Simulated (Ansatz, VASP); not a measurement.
**O: VASP beside Ansatz**

File INCAR:

```
ALGO = Normal ; EDIFF = 1E-6
ENCUT = 520 ; GGA = PE
ISIF = 2 ; ISMEAR = -1
LASPH = T ; LCHARG = F
LREAL = F ; LWAVE = F
NBANDS = 13 ; NELM = 60
PREC = Accurate ; SIGMA = 0.05
```

Contents of KPOINTS:

```
k-points
0
Gamma
  9 9 9
```

The input POSCAR:

```
O
1.0
    1.7077983607      0.9859978433      3.8051945654
   -1.7077983607      0.9859978433      3.8051945654
    0.0000000000     -1.9719956865      3.8051945654
O
2
Direct
    0.0546147200      0.0546147200      0.0546147200
    0.9453852800      0.9453852800      0.9453852800
```

input.yaml

```yaml
crystal:
  lattice:
    - [1.7077983607, 0.9859978433, 3.8051945654]
    - [-1.7077983607, 0.9859978433, 3.8051945654]
    - [0.0, -1.9719956865, 3.8051945654]
  atoms:
    - { symbol: O, position: [0.05461472, 0.05461472, 0.05461472] }
    - { symbol: O, position: [0.94538528, 0.94538528, 0.94538528] }
kpoints:
  mp_grid: { grid: [9, 9, 9] }
scf:
  occupations: { method: fermi_dirac, width: 0.05 }
hamiltonian:
  xc: pbe
  pseudopotentials: { kind: all_electron, lapw: { basis_error: 0.0005 } }
output:
  forces: true
  stress: true
  eigenvalues: true
```

Change from the starting cell: volume scaled by 1.06.

Alike in both runs: task single point; functional PBE; k mesh 9 × 9 × 9; occupations fermi-dirac, width 0.05 eV; no spin polarisation.

```csv
,VASP,Ansatz
version,VASP 6.6.1,Ansatz 0.2.0
potentials or method,"VASP PAW PBE potentials, release 64 (O), cutoff 520 eV","all-electron LAPW, scalar-relativistic"
```

VASP gave:

```
gap on the k mesh at the Fermi level (eV)                     : none
pressure (GPa)                                                : -3.9
traceless stress, the component that is largest in VASP (GPa) : -1.44
rms of the force components (eV/Å)                            : 0.529
```

Problem. What did Ansatz give for the same quantities?

Solution. gap on the k mesh at the Fermi level (eV): none; pressure (GPa): -5.3; traceless stress, the component that is largest in VASP (GPa): -4.69; rms of the force components (eV/Å): 1.075.

Atom by atom the forces differ by 0.546 eV/Å (rms over components). A gap of «none» marks a metal or a gap that the smearing closes. Ansatz ran all-electron here, and VASP with PAW potentials.

Noted on VASP's run: the standard files for N, O and F lose accuracy on very short bonds; spin is off for a triplet molecule. Noted on Ansatz's run: spin is off for a triplet molecule.
